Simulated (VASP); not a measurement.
Wanted: the native input for a VASP 6.6.1 run.

- Task: single point
- Functional: PBEsol
- Potentials or basis: VASP PAW PBE potentials, release 64 (As, Se)
- Cutoff: 520 eV
- k mesh: 8 × 8 × 8
- Occupations: gaussian, width 0.1 eV
- Spin: no spin polarisation
- Dipole correction: no
- Further INCAR settings: ALGO = Normal; EDIFF = 1e-07; NBANDS = 25

The structure of As2Se lies in POSCAR:

```
As2Se
1.0
   -3.6164614803      3.6164614803      2.6488646796
    3.6164614803     -3.6164614803      2.6488646796
    3.6164614803      3.6164614803     -2.6488646796
As Se
4 2
Direct
    0.8750000000      0.1250000000      0.7500000000
    0.3750000000      0.1250000000      0.2500000000
    0.8750000000      0.6250000000      0.7500000000
    0.8750000000      0.1250000000      0.2500000000
    0.5000000000      0.5000000000      0.0000000000
    0.2500000000      0.7500000000      0.5000000000
```

This cell differs from its parent crystal: volume scaled by 1.10, then relaxed in part.

These files were run (other wordings do the same):

INCAR

```
SYSTEM = As2Se
  ALGO = Normal
  EDIFF = 1E-7
  ENCUT = 520
  GGA = PS
  ISIF = 2
  ISMEAR = 0
  LASPH = .True.
  LCHARG = .False.
  LREAL = .False.
  LWAVE = .False.
  NBANDS = 25
  NELM = 60
  PREC = Accurate
  SIGMA = 0.1
```

KPOINTS

```
k-points
0
Gamma
  8 8 8
  0 0 0
```

Potentials or basis: VASP PAW PBE potentials, release 64 (As, Se).

Command:

```bash
$ cat potpaw_PBE.64/As/POTCAR potpaw_PBE.64/Se/POTCAR > POTCAR
$ mpirun -np 1 vasp_std > vasp.out
```

It gave:

- Pressure: -5.7 GPa
- Band gap on the k mesh: zero (band 16 reaches 4.42 eV, above the bottom of band 17 at 3.99 eV)

Caveat: the PAW data sets were made with another functional, which shifts forces and pressure a little.

Run time: 2.2 min on 1 thread of Intel(R) Xeon(R) Platinum 8488C (Sapphire Rapids), on a shared host, peak memory 0.42 GiB.
